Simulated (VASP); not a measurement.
# Ca3Lu (Pm-3m) in VASP: notebook

Ca3Lu is run at these levels: PBE; tasks: single point.

Program: VASP 6.6.1. These are calculated values, not measurements. Logs are shortened: lines on timing, memory, paths and dates and some standing lists are left out, and cuts for length are marked.

### 1 The cell of the first run

Symmetry: Pm-3m, No. 221, cubic system. The conventional cell has a = 5.252 Å, b = 5.252 Å, c = 5.252 Å, α = 90.00°, β = 90.00°, γ = 90.00°. Within 4.9 Å of Ca (site symmetry 4/mmm) lie 8 Ca at 3.71 Å and 4 Lu at 3.71 Å. Within 4.9 Å of Lu (site symmetry m-3m) lie 12 Ca at 3.71 Å.

### 2 Single point, PBE

INCAR

```
ALGO = Normal ; EDIFF = 1E-6
ENCUT = 520 ; GGA = PE
ISIF = 2 ; ISMEAR = -1
LASPH = T ; LCHARG = T
LELF = T ; LREAL = F
LVHAR = T ; LWAVE = F
NBANDS = 36 ; NELM = 80
PREC = Accurate ; SIGMA = 0.05
```

KPOINTS

```
k-points
0
Gamma
  5 5 5
```

POSCAR

```
Ca3Lu
1.0
    5.2523203081      0.0000000000      0.0000000000
    0.0000000000      5.2523203081      0.0000000000
    0.0000000000      0.0000000000      5.2523203081
Ca Lu
3 1
Direct
    0.5000000000      0.0000000000      0.0000000000
    0.0000000000      0.5000000000      0.0000000000
    0.0000000000      0.0000000000      0.5000000000
    0.5000000000      0.5000000000      0.5000000000
```

Potentials or basis: VASP PAW PBE potentials, release 64 (Ca_sv, Lu).

On the command line:

```
$ cat potpaw_PBE.64/Ca_sv/POTCAR potpaw_PBE.64/Lu/POTCAR > POTCAR
$ mpirun -np 1 vasp_std > vasp.out
```

OUTCAR:

```text
EDIFF = 1E-6
   ENCUT = 520
   GGA = PE
   ISIF = 2
   ISMEAR = -1
   LASPH = T
   LREAL = F
   NELM = 80
   PREC = Accurate

 ion  position               nearest neighbor table
   1  0.500  0.000  0.000-
   2  0.000  0.500  0.000-
   3  0.000  0.000  0.500-
   4  0.500  0.500  0.500-

  LATTYP: Found a simple cubic cell.
 ALAT       =     5.2523203081

  Lattice vectors:

 A1 = (   5.2523203081,   0.0000000000,   0.0000000000)
 A2 = (   0.0000000000,   5.2523203081,   0.0000000000)
 A3 = (   0.0000000000,   0.0000000000,   5.2523203081)

Analysis of symmetry for initial positions (statically):
=====================================================================
 Subroutine PRICEL returns:
 Original cell was already a primitive cell.

 Routine SETGRP: Setting up the symmetry group for a
 simple cubic supercell.

 Subroutine GETGRP returns: Found 48 space group operations
 (whereof 48 operations were pure point group operations)
 out of a pool of 48 trial point group operations.

The static configuration has the point symmetry O_h .

Analysis of symmetry for dynamics (positions and initial velocities):
=====================================================================
 Subroutine PRICEL returns:
 Original cell was already a primitive cell.

 Routine SETGRP: Setting up the symmetry group for a
 simple cubic supercell.

 Subroutine GETGRP returns: Found 48 space group operations
 (whereof 48 operations were pure point group operations)
 out of a pool of 48 trial point group operations.

The dynamic configuration has the point symmetry O_h .

 Subroutine INISYM returns: Found 48 space group operations
 (whereof 48 operations are pure point group operations),
 and found     1 'primitive' translations

----------------------------------------------------------------------------------------

                                     Primitive cell

  volume of cell :     144.8951

  direct lattice vectors                    reciprocal lattice vectors
     5.252320308  0.000000000  0.000000000     0.190392044  0.000000000  0.000000000
     0.000000000  5.252320308  0.000000000     0.000000000  0.190392044  0.000000000
     0.000000000  0.000000000  5.252320308     0.000000000  0.000000000  0.190392044

  length of vectors
     5.252320308  5.252320308  5.252320308     0.190392044  0.190392044  0.190392044

  position of ions in fractional coordinates (direct lattice)
     0.500000000  0.000000000  0.000000000
     0.000000000  0.500000000  0.000000000
     0.000000000  0.000000000  0.500000000
     0.500000000  0.500000000  0.500000000

  ion indices of the primitive-cell ions
   primitive index   ion index
                 1           1
                 2           2
                 3           3
                 4           4

----------------------------------------------------------------------------------------

 KPOINTS: k-points

Automatic generation of k-mesh.
 Grid dimensions read from file:
 generate k-points for:    5    5    5

 Generating k-lattice:

  Cartesian coordinates                     Fractional coordinates (reciprocal lattice)
     0.038078409  0.000000000  0.000000000     0.200000000  0.000000000  0.000000000
     0.000000000  0.038078409  0.000000000     0.000000000  0.200000000  0.000000000
     0.000000000  0.000000000  0.038078409     0.000000000  0.000000000  0.200000000

  Length of vectors
     0.038078409  0.038078409  0.038078409

  Shift w.r.t. Gamma in fractional coordinates (k-lattice)
     0.000000000  0.000000000  0.000000000

 Subroutine IBZKPT returns following result:
 ===========================================

 Found     10 irreducible k-points:

 Following reciprocal coordinates:
            Coordinates               Weight
  0.000000  0.000000  0.000000      1.000000
  0.200000  0.000000  0.000000      6.000000
  0.400000  0.000000  0.000000      6.000000
  0.200000  0.200000  0.000000     12.000000
  0.400000  0.200000  0.000000     24.000000
  0.400000  0.400000  0.000000     12.000000
  0.200000  0.200000  0.200000      8.000000
  0.400000  0.200000  0.200000     24.000000
  0.400000  0.400000  0.200000     24.000000
  0.400000  0.400000  0.400000      8.000000
   k-points           NKPTS =     10   k-points in BZ     NKDIM =     10   number of bands    NBANDS=     36
   number of dos      NEDOS =    301   number of ions     NIONS =      4
   total plane-waves  NPLWV =  64000
   dimension x,y,z NGX =    40 NGY =   40 NGZ =   40
   dimension x,y,z NGXF=    80 NGYF=   80 NGZF=   80
   ions per type =               3   1
   NGX,Y,Z   is equivalent  to a cutoff of  12.66, 12.66, 12.66 a.u.
   NGXF,Y,Z  is equivalent  to a cutoff of  25.32, 25.32, 25.32 a.u.
 SYSTEM =  unknown system
   PREC   = accura    normal or accurate (medium, high low for compatibility)
   ISTART =      0    job   : 0-new  1-cont  2-samecut
   ICHARG =      2    charge: 1-file 2-atom 10-const
   ISPIN  =      1    spin polarized calculation?
   LNONCOLLINEAR =      F non collinear calculations
   LSORBIT =      F    spin-orbit coupling
   LASPH  =      T    aspherical Exc in radial PAW
   ENCUT  =  520.0 eV  38.22 Ry    6.18 a.u.   9.77  9.77  9.77*2*pi/ulx,y,z
   NELM   =     80;   NELMIN=  2; NELMDL= -5     # of ELM steps
   EDIFF  = 0.1E-05   stopping-criterion for ELM
   LREAL  =      F    real-space projection
   EDIFFG = 0.1E-04   stopping-criterion for IOM
   NSW    =      0    number of steps for IOM
   IBRION =     -1    ionic relax: 0-MD 1-quasi-New 2-CG
   NFREE  =      0    steps in history (QN), initial steepest desc. (CG)
   ISIF   =      2    stress and relaxation
   ISYM   =      2    0-nonsym 1-usesym 2-fastsym
   POTIM  = 0.5000    time-step for ionic-motion
   TEBEG  =    0.0;   TEEND  =   0.0 temperature during run
   PSTRESS=    0.0 pullay stress
   NELECT =      55.0000    total number of electrons
   NUPDOWN=      -1.0000    fix difference up-down
   EMIN   =  10.00;   EMAX   =-10.00  energy-range for DOS
   EFERMI =   0.00;   METHOD = LEGACY
   ISMEAR =    -1;   SIGMA  =   0.05  broadening in eV -4-tet -1-fermi 0-gaus
   EFERMI_NEDOS =   21; number of points for ismear=-14 and -15
   IALGO  =     38    algorithm
   IMIX   =      4    mixing-type and parameters
     AMIX     =   0.40;   BMIX     =  1.00
     AMIX_MAG =   1.60;   BMIX_MAG =  1.00
  volume/ion in A,a.u.               =      36.22       244.45
  Fermi-wavevector in a.u.,A,eV,Ry     =   1.185344  2.239976 19.116746  1.405041
  Thomas-Fermi vector in A             =   2.321540
   LORBIT       =      0    0 simple, 1 ext, 2 COOP (PROOUT), +10 PAW based schemes
   GGA     = PE    functional components
   LHFCALC =     F    Hartree Fock is set to
   AEXX    =    0.0000 exact exchange contribution
   IVDW    =     0    specifies the selected vdW correction
   LEPSILON=     F    determine dielectric tensor
   LRPA    =     F    only Hartree local field effects (RPA)
 non-spin polarized calculation
  energy-cutoff  :      520.00
  volume of cell :      144.90
 maximum number of plane-waves:      3906
 NGX is ok and might be reduce to    40
   NGX = 19   NGY = 19   NGZ = 19

 number of electron      54.9999979 magnetization

 Free energy of the ion-electron system (eV)
  ---------------------------------------------------
  ext. energy  EPLUGINS =         0.00000000
  ---------------------------------------------------
  free energy    TOTEN  =        -9.67581650 eV

  energy without entropy =       -9.62178808  energy(sigma->0) =       -9.64880229

 E-fermi :   2.3402     XC(G=0):  -8.5939

 val. band max:        2.2985613386   @ k =   0.4000   0.0000   0.0000
 cond. band min:       2.3746333463   @ k =   0.4000   0.2000   0.2000
 fundamental gap:      0.0760720077
 Fermi energy:         2.3402402045

 k-point     1 :       0.0000    0.0000    0.0000
  band No.  band energies     occupation
      1     -54.9640      2.00000
      2     -39.1962      2.00000
      3     -39.1686      2.00000
      4     -39.1686      2.00000
      5     -25.5770      2.00000
      6     -25.5770      2.00000
[... 28 lines left out ...]
     35       4.7507      0.00000
     36       4.7507      0.00000

 k-point     2 :       0.2000    0.0000    0.0000
  band No.  band energies     occupation
      1     -54.9640      2.00000
      2     -39.1939      2.00000
      3     -39.1709      2.00000
      4     -39.1686      2.00000
      5     -25.5773      2.00000
      6     -25.5769      2.00000
[... 28 lines left out ...]
     35       4.8718      0.00000
     36       4.8718      0.00000

 k-point     3 :       0.4000    0.0000    0.0000
  band No.  band energies     occupation
      1     -54.9640      2.00000
      2     -39.1885      2.00000
      3     -39.1763      2.00000
      4     -39.1686      2.00000
      5     -25.5778      2.00000
      6     -25.5766      2.00000
[... 28 lines left out ...]
     35       4.9448      0.00000
     36       5.2224      0.00000

 k-point     4 :       0.2000    0.2000    0.0000
  band No.  band energies     occupation
      1     -54.9640      2.00000
      2     -39.1918      2.00000
      3     -39.1718      2.00000
      4     -39.1699      2.00000
      5     -25.5774      2.00000
      6     -25.5771      2.00000
[... 28 lines left out ...]
     35       4.8662      0.00000
     36       4.9847      0.00000

 k-point     5 :       0.4000    0.2000    0.0000
  band No.  band energies     occupation
      1     -54.9640      2.00000
      2     -39.1867      2.00000
      3     -39.1763      2.00000
      4     -39.1703      2.00000
      5     -25.5779      2.00000
      6     -25.5772      2.00000
[... 28 lines left out ...]
     35       4.6874      0.00000
     36       5.2540      0.00000

 k-point     6 :       0.4000    0.4000    0.0000
  band No.  band energies     occupation
      1     -54.9640      2.00000
      2     -39.1822      2.00000
      3     -39.1769      2.00000
      4     -39.1741      2.00000
      5     -25.5782      2.00000
      6     -25.5780      2.00000
[... 28 lines left out ...]
     35       4.2905      0.00000
     36       4.8430      0.00000

 k-point     7 :       0.2000    0.2000    0.2000
  band No.  band energies     occupation
      1     -54.9640      2.00000
      2     -39.1898      2.00000
      3     -39.1718      2.00000
      4     -39.1718      2.00000
      5     -25.5774      2.00000
      6     -25.5774      2.00000
[... 28 lines left out ...]
     35       4.9423      0.00000
     36       4.9423      0.00000

 k-point     8 :       0.4000    0.2000    0.2000
  band No.  band energies     occupation
      1     -54.9640      2.00000
      2     -39.1852      2.00000
      3     -39.1763      2.00000
      4     -39.1717      2.00000
      5     -25.5781      2.00000
      6     -25.5774      2.00000
[... 28 lines left out ...]
     35       4.7689      0.00000
     36       5.0001      0.00000

 k-point     9 :       0.4000    0.4000    0.2000
  band No.  band energies     occupation
      1     -54.9640      2.00000
      2     -39.1815      2.00000
      3     -39.1769      2.00000
      4     -39.1749      2.00000
      5     -25.5783      2.00000
      6     -25.5782      2.00000
[... 28 lines left out ...]
     35       4.5530      0.00000
     36       4.7073      0.00000

 k-point    10 :       0.4000    0.4000    0.4000
  band No.  band energies     occupation
      1     -54.9640      2.00000
      2     -39.1795      2.00000
      3     -39.1768      2.00000
      4     -39.1768      2.00000
      5     -25.5785      2.00000
      6     -25.5785      2.00000
[... 28 lines left out ...]
     35       4.6594      0.00000
     36       4.6901      0.00000

------------------------ aborting loop because EDIFF is reached ----------------------------------------

  FORCE on cell =-STRESS in cart. coord.  units (eV):
  Direction    XX          YY          ZZ          XY          YZ          ZX
  --------------------------------------------------------------------------------------
  -------------------------------------------------------------------------------------
  Total        1.3999471      1.3999471      1.3999471      0.0000000     -0.0000000      0.0000000
  in kB       15.4799157     15.4799157     15.4799157      0.0000000     -0.0000000      0.0000000
  external PRESSURE =      15.4799157 kB  Pullay stress =       0.0000000 kB

 VOLUME and BASIS-vectors are now :
 -----------------------------------------------------------------------------
  energy-cutoff  :      520.00
  volume of cell :      144.90
      direct lattice vectors                 reciprocal lattice vectors
     5.252320308  0.000000000  0.000000000     0.190392044  0.000000000  0.000000000
     0.000000000  5.252320308  0.000000000     0.000000000  0.190392044  0.000000000
     0.000000000  0.000000000  5.252320308     0.000000000  0.000000000  0.190392044

 POSITION                                       TOTAL-FORCE (eV/Angst)
 -----------------------------------------------------------------------------------
      2.62616      0.00000      0.00000         0.000000      0.000000      0.000000
      0.00000      2.62616      0.00000         0.000000      0.000000      0.000000
      0.00000      0.00000      2.62616         0.000000      0.000000      0.000000
      2.62616      2.62616      2.62616         0.000000      0.000000      0.000000
 -----------------------------------------------------------------------------------
    total drift:                               -0.000000      0.000000     -0.000000

  FREE ENERGIE OF THE ION-ELECTRON SYSTEM (eV)
  ---------------------------------------------------
  free  energy   TOTEN  =        -9.6758165047 eV

  energy  without entropy=       -9.6217880756  energy(sigma->0) =       -9.64880229
```

Run time: 79 s. Hardware: 1 thread of AMD EPYC 7R43 (Zen 3), shared host; peak memory 0.21 GiB.

What came out:

```yaml
Free_energy: -9.6758 eV
Pressure: 1.5 GPa
```

Levels at points of the mesh, in eV from the Fermi level:
```csv
k point,band 23,band 24,band 25,band 26,band 27,band 28,band 29,band 30,band 31,band 32
"(0.00, 0.00, 0.00)",-5.93,-4.70,-0.96,-0.96,-0.84,0.13,0.13,0.13,1.23,1.23
```

Caveat: spin-orbit coupling is left out, which moves the levels of the heavy elements.

(Part 1 of 2 ends here.)
